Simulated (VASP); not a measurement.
# Cs4Sn2I11 (a cell with a defect) in VASP: single point with LDA

Aim: the single point of Cs4Sn2I11 (a cell with a defect) with LDA.

Program: VASP 6.6.1. These are calculated values, not measurements. Logs are shortened: lines on timing, memory, paths and dates and some standing lists are left out, and cuts for length are marked.

## Step 1: The cell of the first run

The cell holds a defect, 17 atoms: a = 7.978 Å, b = 7.978 Å, c = 11.283 Å, α = 90.00°, β = 90.00°, γ = 90.00°.

## Step 2: Single point, LDA (atoms taken out, then relaxed in part)

Contents of INCAR:

```
PREC = Accurate
ENCUT = 520
EDIFF = 1E-6
ISMEAR = 0
SIGMA = 0.1
LREAL = Auto
LASPH = T
NELM = 60
ALGO = Normal
ISIF = 2
LWAVE = F
LCHARG = F
GGA = CA
NBANDS = 84
```

Contents of KPOINTS:

```
Automatic mesh
0
Gamma
  3 3 3
```

Contents of POSCAR:

```
Cs4Sn2I11
1.0
    0.0000000000     -5.6412851464      5.6412851464
    0.0000000000      5.6412851464      5.6412851464
  -11.2825702928      0.0000000000      0.0000000000
Cs Sn I
4 2 11
Direct
    0.0000000000      0.5000000000      0.7502937658
    0.5000000000      0.0000000000      0.2552521139
    0.0000000000      0.5000000000      0.2552521139
    0.5000000000      0.0000000000      0.7502937658
    0.0000000000      0.0000000000     -0.0240167657
    0.5000000000      0.5000000000      0.4962496368
    0.5000000000      0.5000000000      0.7524030113
    0.7556495158      0.2443504842      0.4957371190
    0.2522950454      0.7477049546      1.0135689708
    0.2443504842      0.7556495158      0.4957371190
    0.7477049546      0.2522950454      0.0135689708
    0.0000000000      0.0000000000      0.7315492329
    0.5000000000      0.5000000000      0.2430833280
    0.2443504842      0.2443504842      0.4957371190
    0.7477049546      0.7477049546      0.0135689708
    0.7556495158      0.7556495158      0.4957371190
    0.2522950454      0.2522950454      0.0135689708
```

Potentials or basis: VASP PAW LDA potentials, release 64 (Cs_sv, Sn_d, I).

Launch:

```bash
> cat potpaw_LDA.64/Cs_sv/POTCAR potpaw_LDA.64/Sn_d/POTCAR potpaw_LDA.64/I/POTCAR > POTCAR
> mpirun -np 1 vasp_std > vasp.out
```

OUTCAR:

```text
PREC = Accurate
   ENCUT = 520
   EDIFF = 1E-6
   ISMEAR = 0
   LREAL = Auto
   LASPH = T
   NELM = 60
   ISIF = 2
   GGA = CA

 ion  position               nearest neighbor table
   1  0.000  0.500  0.750-
   2  0.500  0.000  0.255-
   3  0.000  0.500  0.255-
   4  0.500  0.000  0.750-
   5  0.000  0.000  0.976-  12 2.76  11 2.88   9 2.88  15 2.88  17 2.88
   6  0.500  0.500  0.496-  13 2.86  10 2.88   8 2.88  14 2.88  16 2.88   7 2.89
   7  0.500  0.500  0.752-   6 2.89
   8  0.756  0.244  0.496-   6 2.88
   9  0.252  0.748  0.014-   5 2.88
  10  0.244  0.756  0.496-   6 2.88
  11  0.748  0.252  0.014-   5 2.88
  12  0.000  0.000  0.732-   5 2.76
  13  0.500  0.500  0.243-   6 2.86
  14  0.244  0.244  0.496-   6 2.88
  15  0.748  0.748  0.014-   5 2.88
  16  0.756  0.756  0.496-   6 2.88
  17  0.252  0.252  0.014-   5 2.88

  LATTYP: Found a simple tetragonal cell.
 ALAT       =     7.9779819633
 C/A-ratio  =     1.4142135624

  Lattice vectors:

 A1 = (   0.0000000000,  -5.6412851464,   5.6412851464)
 A2 = (   0.0000000000,   5.6412851464,   5.6412851464)
 A3 = ( -11.2825702928,   0.0000000000,   0.0000000000)

Analysis of symmetry for initial positions (statically):
=====================================================================
 Subroutine PRICEL returns:
 Original cell was already a primitive cell.

 Routine SETGRP: Setting up the symmetry group for a
 simple tetragonal supercell.

 Subroutine GETGRP returns: Found  8 space group operations
 (whereof  8 operations were pure point group operations)
 out of a pool of 16 trial point group operations.

The static configuration has the point symmetry C_4v.

Analysis of symmetry for dynamics (positions and initial velocities):
=====================================================================
 Subroutine PRICEL returns:
 Original cell was already a primitive cell.

 Routine SETGRP: Setting up the symmetry group for a
 simple tetragonal supercell.

 Subroutine GETGRP returns: Found  8 space group operations
 (whereof  8 operations were pure point group operations)
 out of a pool of 16 trial point group operations.

The dynamic configuration has the point symmetry C_4v.

 Subroutine INISYM returns: Found  8 space group operations
 (whereof  8 operations are pure point group operations),
 and found     1 'primitive' translations

----------------------------------------------------------------------------------------

                                     Primitive cell

  volume of cell :     718.1152

  direct lattice vectors                    reciprocal lattice vectors
     0.000000000 -5.641285146  5.641285146     0.000000000 -0.088632286  0.088632286
     0.000000000  5.641285146  5.641285146     0.000000000  0.088632286  0.088632286
   -11.282570293  0.000000000  0.000000000    -0.088632286  0.000000000  0.000000000

  length of vectors
     7.977981963  7.977981963 11.282570293     0.125344981  0.125344981  0.088632286

  position of ions in fractional coordinates (direct lattice)
     0.000000000  0.500000000  0.750293766
     0.500000000  0.000000000  0.255252114
     0.000000000  0.500000000  0.255252114
     0.500000000  0.000000000  0.750293766
     0.000000000  0.000000000  0.975983234
     0.500000000  0.500000000  0.496249637
[... 9 lines left out ...]
     0.755649516  0.755649516  0.495737119
     0.252295045  0.252295045  0.013568971

  ion indices of the primitive-cell ions
   primitive index   ion index
                 1           1
                 2           2
                 3           3
                 4           4
                 5           5
                 6           6
[... 9 lines left out ...]
                16          16
                17          17

----------------------------------------------------------------------------------------

 KPOINTS: Automatic mesh

Automatic generation of k-mesh.
 Grid dimensions read from file:
 generate k-points for:    3    3    3

 Generating k-lattice:

  Cartesian coordinates                     Fractional coordinates (reciprocal lattice)
     0.000000000 -0.029544095  0.029544095     0.333333333  0.000000000  0.000000000
     0.000000000  0.029544095  0.029544095     0.000000000  0.333333333  0.000000000
    -0.029544095  0.000000000  0.000000000     0.000000000  0.000000000  0.333333333

  Length of vectors
     0.041781660  0.041781660  0.029544095

  Shift w.r.t. Gamma in fractional coordinates (k-lattice)
     0.000000000  0.000000000  0.000000000

 Subroutine IBZKPT returns following result:
 ===========================================

 Found      6 irreducible k-points:

 Following reciprocal coordinates:
            Coordinates               Weight
  0.000000  0.000000  0.000000      1.000000
  0.333333  0.000000  0.000000      4.000000
  0.333333  0.333333  0.000000      4.000000
  0.000000  0.000000  0.333333      2.000000
  0.333333  0.000000  0.333333      8.000000
  0.333333  0.333333  0.333333      8.000000
   k-points           NKPTS =      6   k-points in BZ     NKDIM =      6   number of bands    NBANDS=     84
   number of dos      NEDOS =    301   number of ions     NIONS =     17
   total plane-waves  NPLWV = 302400
   dimension x,y,z NGX =    60 NGY =   60 NGZ =   84
   dimension x,y,z NGXF=   120 NGYF=  120 NGZF=  168
   ions per type =               4   2  11
   NGX,Y,Z   is equivalent  to a cutoff of  12.50, 12.50, 12.38 a.u.
   NGXF,Y,Z  is equivalent  to a cutoff of  25.01, 25.01, 24.75 a.u.
 SYSTEM =  unknown system
   PREC   = accura    normal or accurate (medium, high low for compatibility)
   ISTART =      0    job   : 0-new  1-cont  2-samecut
   ICHARG =      2    charge: 1-file 2-atom 10-const
   ISPIN  =      1    spin polarized calculation?
   LNONCOLLINEAR =      F non collinear calculations
   LSORBIT =      F    spin-orbit coupling
   LASPH  =      T    aspherical Exc in radial PAW
   ENCUT  =  520.0 eV  38.22 Ry    6.18 a.u.  14.83 14.83 20.98*2*pi/ulx,y,z
   NELM   =     60;   NELMIN=  2; NELMDL= -5     # of ELM steps
   EDIFF  = 0.1E-05   stopping-criterion for ELM
   LREAL  =      T    real-space projection
   EDIFFG = 0.1E-04   stopping-criterion for IOM
   NSW    =      0    number of steps for IOM
   IBRION =     -1    ionic relax: 0-MD 1-quasi-New 2-CG
   NFREE  =      0    steps in history (QN), initial steepest desc. (CG)
   ISIF   =      2    stress and relaxation
   ISYM   =      2    0-nonsym 1-usesym 2-fastsym
   POTIM  = 0.5000    time-step for ionic-motion
   TEBEG  =    0.0;   TEEND  =   0.0 temperature during run
   PSTRESS=    0.0 pullay stress
   NELECT =     141.0000    total number of electrons
   NUPDOWN=      -1.0000    fix difference up-down
   EMIN   =  10.00;   EMAX   =-10.00  energy-range for DOS
   EFERMI =   0.00;   METHOD = LEGACY
   ISMEAR =     0;   SIGMA  =   0.10  broadening in eV -4-tet -1-fermi 0-gaus
   EFERMI_NEDOS =   21; number of points for ismear=-14 and -15
   IALGO  =     38    algorithm
   IMIX   =      4    mixing-type and parameters
     AMIX     =   0.40;   BMIX     =  1.00
     AMIX_MAG =   1.60;   BMIX_MAG =  1.00
  volume/ion in A,a.u.               =      42.24       285.06
  Fermi-wavevector in a.u.,A,eV,Ry     =   0.951517  1.798106 12.318502  0.905384
  Thomas-Fermi vector in A             =   2.079994
   LORBIT       =      0    0 simple, 1 ext, 2 COOP (PROOUT), +10 PAW based schemes
   GGA     = CA    functional components
   LHFCALC =     F    Hartree Fock is set to
   AEXX    =    0.0000 exact exchange contribution
   IVDW    =     0    specifies the selected vdW correction
   LEPSILON=     F    determine dielectric tensor
   LRPA    =     F    only Hartree local field effects (RPA)
 non-spin polarized calculation
 Gauss-broadening in eV      SIGMA  =   0.10
  energy-cutoff  :      520.00
  volume of cell :      718.12
 maximum number of plane-waves:     19361
 NGX is ok and might be reduce to    60
   NGX = 29   NGY = 29   NGZ = 41

 number of electron     141.0000018 magnetization

 Free energy of the ion-electron system (eV)
  ---------------------------------------------------
  ext. energy  EPLUGINS =         0.00000000
  ---------------------------------------------------
  free energy    TOTEN  =       -51.23117205 eV

  energy without entropy =      -51.21878904  energy(sigma->0) =      -51.22498055

 E-fermi :   2.7907     XC(G=0):  -8.4028

 val. band max:        2.7257798294   @ k =   0.3333   0.0000   0.3333
 cond. band min:       2.9523591239   @ k =   0.0000   0.0000   0.3333
 fundamental gap:      0.2265792945
 Fermi energy:         2.7907286650

 k-point     1 :       0.0000    0.0000    0.0000
  band No.  band energies     occupation
      1     -18.9867      2.00000
      2     -18.9783      2.00000
      3     -18.9778      2.00000
      4     -18.9337      2.00000
      5     -18.9233      2.00000
      6     -18.9222      2.00000
[... 74 lines left out ...]
     81       6.4374      0.00000
     82       6.5756      0.00000

 k-point     2 :       0.3333    0.0000    0.0000
  band No.  band energies     occupation
      1     -18.9867      2.00000
      2     -18.9783      2.00000
      3     -18.9778      2.00000
      4     -18.9337      2.00000
      5     -18.9233      2.00000
      6     -18.9222      2.00000
[... 74 lines left out ...]
     81       7.0541      0.00000
     82       7.1312      0.00000

 k-point     3 :       0.3333    0.3333    0.0000
  band No.  band energies     occupation
      1     -18.9867      2.00000
      2     -18.9783      2.00000
      3     -18.9778      2.00000
      4     -18.9337      2.00000
      5     -18.9233      2.00000
      6     -18.9222      2.00000
[... 74 lines left out ...]
     81       7.3348      0.00000
     82       7.4611      0.00000

 k-point     4 :       0.0000    0.0000    0.3333
  band No.  band energies     occupation
      1     -18.9867      2.00000
      2     -18.9783      2.00000
      3     -18.9778      2.00000
      4     -18.9337      2.00000
      5     -18.9233      2.00000
      6     -18.9222      2.00000
[... 74 lines left out ...]
     81       6.6503      0.00000
     82       6.8383      0.00000

 k-point     5 :       0.3333    0.0000    0.3333
  band No.  band energies     occupation
      1     -18.9867      2.00000
      2     -18.9783      2.00000
      3     -18.9778      2.00000
      4     -18.9337      2.00000
      5     -18.9233      2.00000
      6     -18.9222      2.00000
[... 74 lines left out ...]
     81       7.0106      0.00000
     82       7.0107      0.00000

 k-point     6 :       0.3333    0.3333    0.3333
  band No.  band energies     occupation
      1     -18.9867      2.00000
      2     -18.9783      2.00000
      3     -18.9778      2.00000
      4     -18.9337      2.00000
      5     -18.9233      2.00000
      6     -18.9222      2.00000
[... 74 lines left out ...]
     81       7.2609      0.00000
     82       7.4686      0.00000
 [bands above 82 left out]

------------------------ aborting loop because EDIFF is reached ----------------------------------------

  FORCE on cell =-STRESS in cart. coord.  units (eV):
  Direction    XX          YY          ZZ          XY          YZ          ZX
  --------------------------------------------------------------------------------------
  -------------------------------------------------------------------------------------
  Total       -1.4535719      0.4038384      0.4038384     -0.0000000      0.0000000      0.0000000
  in kB       -3.2430447      0.9009985      0.9009985     -0.0000000      0.0000000      0.0000000
  external PRESSURE =      -0.4803492 kB  Pullay stress =       0.0000000 kB

 VOLUME and BASIS-vectors are now :
 -----------------------------------------------------------------------------
  energy-cutoff  :      520.00
  volume of cell :      718.12
      direct lattice vectors                 reciprocal lattice vectors
     0.000000000 -5.641285146  5.641285146     0.000000000 -0.088632286  0.088632286
     0.000000000  5.641285146  5.641285146     0.000000000  0.088632286  0.088632286
   -11.282570293  0.000000000  0.000000000    -0.088632286  0.000000000  0.000000000

 POSITION                                       TOTAL-FORCE (eV/Angst)
 -----------------------------------------------------------------------------------
     -8.46524      2.82064      2.82064         0.001479      0.000000      0.000000
     -2.87990     -2.82064      2.82064        -0.002221     -0.000000      0.000000
     -2.87990      2.82064      2.82064        -0.002221      0.000000      0.000000
     -8.46524     -2.82064      2.82064         0.001479     -0.000000      0.000000
    -11.01160      0.00000      0.00000        -0.018112      0.000000      0.000000
     -5.59897      0.00000      5.64129        -0.004323     -0.000000      0.000000
[... 9 lines left out ...]
     -5.59319      0.00000      8.52567         0.002898      0.000000      0.014380
     -0.15309      0.00000      2.84654         0.001882      0.000000     -0.000492
 -----------------------------------------------------------------------------------
    total drift:                                0.010157      0.000000      0.000000

  FREE ENERGIE OF THE ION-ELECTRON SYSTEM (eV)
  ---------------------------------------------------
  free  energy   TOTEN  =       -51.2311720549 eV

  energy  without entropy=      -51.2187890379  energy(sigma->0) =      -51.22498055
```

It took 11 min on 1 thread of AMD EPYC 7R13 (Zen 3), shared host; peak memory 0.55 GiB.

Results:

* Free energy: -51.2312 eV
* Pressure: 0.0 GPa
* Largest force: 0.018 eV/Å
* Band gap on the k mesh: zero (an odd number of electrons rules out a gap without spin polarisation)

Forces on the atoms (eV/Å):
```
Cs   0.001  0.000  0.000
Cs  -0.002  0.000  0.000
Cs  -0.002  0.000  0.000
Cs   0.001  0.000  0.000
Sn  -0.018  0.000  0.000
Sn  -0.004  0.000  0.000
I   -0.008  0.000  0.000
I    0.003 -0.014  0.000
I    0.002  0.000  0.000
I    0.003  0.014  0.000
I    0.002  0.000  0.000
I    0.012  0.000  0.000
I    0.001  0.000  0.000
I    0.003  0.000 -0.014
I    0.002  0.000  0.000
I    0.003  0.000  0.014
I    0.002  0.000  0.000
```

Levels at points of the mesh, in eV from the Fermi level:
| k point | band 68 | band 69 | band 70 | band 71 | band 72 | band 73 | band 74 | band 75 |
| --- | --- | --- | --- | --- | --- | --- | --- | --- |
| (0.00, 0.00, 0.00) | -0.82 | -0.82 | -0.62 | -0.54 | 0.47 | 2.16 | 3.06 | 3.06 |

Caveat: the cell differs from its parent crystal (atoms taken out, then relaxed in part); spin-orbit coupling is left out, which moves the levels of the heavy elements; an odd number of electrons without spin polarisation forces a metal; a magnetic or distorted state may lie lower.
